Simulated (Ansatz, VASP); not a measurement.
# Sn: VASP beside Ansatz

INCAR

```
ALGO = Fast ; EDIFF = 1E-7
ENCUT = 520 ; GGA = PS
ISIF = 2 ; ISMEAR = 0
LASPH = True ; LCHARG = True
LELF = True ; LREAL = False
LVHAR = True ; LWAVE = False
NBANDS = 13 ; NELM = 100
PREC = Accurate ; SIGMA = 0.15
```

KPOINTS

```
k-points
0
Gamma
  22 22 22
```

POSCAR

```
Sn
1.0
   -1.8723950223      1.8723950223      1.8255851467
    1.8723950223     -1.8723950223      1.8255851467
    1.8723950223      1.8723950223     -1.8255851467
Sn
1
Direct
    0.0000000000      0.0000000000      0.0000000000
```

Input for Ansatz:

```yaml
crystal:
  lattice:
    - [-1.8723950223, 1.8723950223, 1.8255851467]
    - [1.8723950223, -1.8723950223, 1.8255851467]
    - [1.8723950223, 1.8723950223, -1.8255851467]
  atoms:
    - { symbol: Sn, position: [0.0, 0.0, 0.0] }
basis:
  ecutwfc: 420
kpoints:
  mp_grid: { grid: [22, 22, 22] }
hamiltonian:
  xc: pbesol
scf:
  occupations: { method: gaussian, width: 0.15 }
output:
  forces: true
  stress: true
  eigenvalues: true
```

Change from the starting cell: strain +0.000 along x and y, -0.025 along z, atoms carried along.

Alike in both runs: task single point; functional PBEsol; k mesh 22 × 22 × 22; occupations gaussian, width 0.15 eV; no spin polarisation.

|  | VASP | Ansatz |
| --- | --- | --- |
| version | VASP 6.6.1 | Ansatz 0.2.0 |
| potentials or method | VASP PAW PBE potentials, release 64 (Sn_d), cutoff 520 eV | scalar-relativistic, plane waves, PAW |
| valence electrons in the cell | 14 | 14 |

|  | VASP | Ansatz | Ansatz less VASP |
| --- | --- | --- | --- |
| gap on the k mesh at the Fermi level (eV) | none | none | - |
| pressure (GPa) | 1.1 | 1.2 | +0.03 |
| traceless stress, the component that is largest in VASP (GPa) | -0.18 | -0.18 | +0.001 |

VASP's potentials were made for PBE, not for PBEsol. A gap of «none» marks a metal or a gap that the smearing closes.
